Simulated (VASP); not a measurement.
**HfB2: single point with PBE**

HfB2:

```
CELL_PARAMETERS angstrom
3.11893 0.00000 0.00000
-1.55946 2.70107 0.00000
0.00000 0.00000 3.45664
ATOMIC_POSITIONS crystal
Hf 0.00000 0.00000 0.00000
B 0.66667 0.33333 0.50000
B 0.33333 0.66667 0.50000
```

```yaml
Program: VASP 6.6.1
Task: single point
Functional: PBE
Potentials_or_basis: VASP PAW PBE potentials, release 64 (Hf_pv, B)
Cutoff: 520 eV
k_mesh: 10 × 10 × 8
Occupations: fermi-dirac, width 0.05 eV
Spin: no spin polarisation
Dipole_correction: no
Further_INCAR_settings: ALGO = Normal; EDIFF = 1e-06; NBANDS = 15
```

```json
{
 "Pressure": "6.4 GPa",
 "Band gap on the k mesh": "zero (band 8 reaches 8.43 eV, above the bottom of band 9 at 7.58 eV)"
}
```

Stress tensor (GPa, compression positive):
```
6.35 0.00 0.00
0.00 6.35 0.00
0.00 0.00 6.56
```

Levels at points of the mesh, in eV from the Fermi level:
```tsv
k point	band 5	band 6	band 7	band 8	band 9	band 10	band 11	band 12
(0.00, 0.00, 0.00)	-2.95	-2.83	-2.83	-2.67	4.24	4.24	4.88	4.88
(0.50, 0.00, 0.00)	-8.96	-4.09	-3.35	-2.82	2.26	2.90	5.84	5.97
(0.00, 0.00, 0.50)	-8.34	-1.09	-1.09	0.44	0.44	1.13	1.13	2.40
(0.50, 0.00, 0.50)	-7.43	-4.93	-4.67	-2.53	4.23	4.39	6.52	7.51
```

Run time: 21 s on 1 thread of Intel(R) Xeon(R) Platinum 8259CL CPU @ 2.50GHz (Skylake/Cascade Lake), on a shared host, peak memory 0.16 GiB.

Caveat: spin-orbit coupling is left out, which moves the levels of the heavy elements.
